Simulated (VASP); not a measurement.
A run of VASP 6.6.1:

Contents of INCAR:

```
SYSTEM = Be3Zn2Cd2Hg3S10
PREC = Accurate
ENCUT = 520
EDIFF = 1E-7
ISMEAR = 0
SIGMA = 0.1
LREAL = Auto
LASPH = .True.
NELM = 80
ALGO = Normal
ISIF = 2
LWAVE = .False.
LCHARG = .True.
GGA = PE
LELF = .True.
LVHAR = .True.
NBANDS = 91
ISYM = 0
```

The input KPOINTS:

```
Automatic mesh
0
Gamma
  2 2 2
  0.5 0.5 0.5
```

The input POSCAR:

```
Be3Zn2Cd2Hg3S10
1.0
    2.7828910779      2.7840725602      5.4430879004
   -2.7644279804     -2.7700755362      5.4268578396
    8.3399170929     -5.5649715715      2.7243352461
Be S Zn Cd Hg
3 10 2 2 3
Direct
   -0.0019582178      0.9915684669      1.0152875910
    0.8116352059      0.9961691445      0.3818247547
    0.9085757748      0.4798431121      0.1946460910
    0.5835592210      0.9074748245      0.5591905306
    0.4916791046      0.3898889448      0.8038792308
    0.9829149670      0.9064713758      0.8254637920
    0.3421147619      0.8717414594      0.9981003127
    0.8193110753      0.8464471165      0.1981735702
    0.7180389204      0.3403906946      0.3620278959
    0.1245230242      0.8963600036      0.4184869512
    0.0887242694      0.3689962265      0.6078051860
    0.8569599185      0.3458738388      0.0346938736
    0.2412857733      0.3871810267      0.1867859588
    0.1921603990      1.0060815381      0.6070922291
    0.4948220460      0.4999026389      0.0065630617
    0.6032265625      0.9950420509      0.7895735565
    0.3064941007      0.5005586834      0.3903732972
    0.0816193973      0.5042632449      0.8311215933
    0.4158141185      0.9849379709      0.2046684736
    0.7092301979      0.5042748028      0.5739725016
```

Potentials or basis: VASP PAW PBE potentials, release 64 (Be, S, Zn, Cd, Hg).

Launch:

```console
$ cat potpaw_PBE.64/Be/POTCAR potpaw_PBE.64/S/POTCAR potpaw_PBE.64/Zn/POTCAR potpaw_PBE.64/Cd/POTCAR potpaw_PBE.64/Hg/POTCAR > POTCAR
$ mpirun -np 1 vasp_std > vasp.out
```

Hardware: 1 thread of Intel(R) Xeon(R) Platinum 8559C (Emerald Rapids), with other jobs on the host.

Task: Estimate the wall time of this run.

Result: It took 4.3 min on 1 thread of Intel(R) Xeon(R) Platinum 8559C (Emerald Rapids) (shared host), peak memory 0.51 GiB. Counts: scf iterations 20, k points 4.
